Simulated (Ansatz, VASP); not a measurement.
# ZnCu: VASP beside Ansatz

```
CELL_PARAMETERS angstrom
2.94500 0.00000 0.00000
0.00000 3.09961 0.00000
0.00000 0.00000 2.94500
ATOMIC_POSITIONS crystal
Zn 0.50000 0.50000 0.50000
Cu 0.00000 0.00000 0.00000
```

Change from the starting cell: strain +0.0525 x Voigt [0, 1, 0, 0, 0, 0], atoms carried along.

Alike in both runs: task single point; functional PBE; k mesh 16 × 16 × 16; occupations gaussian, width 0.15 eV; no spin polarisation.

|  | VASP | Ansatz |
| --- | --- | --- |
| version | VASP 6.6.1 | Ansatz 0.2.0 |
| potentials or method | VASP PAW PBE potentials, release 64 (Zn, Cu), cutoff 520 eV | scalar-relativistic, plane waves, PAW |
| valence electrons in the cell | 23 | 31 |

|  | VASP | Ansatz | Ansatz less VASP |
| --- | --- | --- | --- |
| gap on the k mesh at the Fermi level (eV) | none | none | - |
| pressure (GPa) | -2.9 | -3.4 | -0.44 |
| traceless stress, the component that is largest in VASP (GPa) | -0.21 | -0.20 | +0.005 |

A gap of «none» marks a metal or a gap that the smearing closes. The functional is the same, so the differences come from potentials, cutoffs and numerics. VASP's potentials hold 23 valence electrons a cell and Ansatz's 31, so a difference there can come from the potentials and not from the codes.
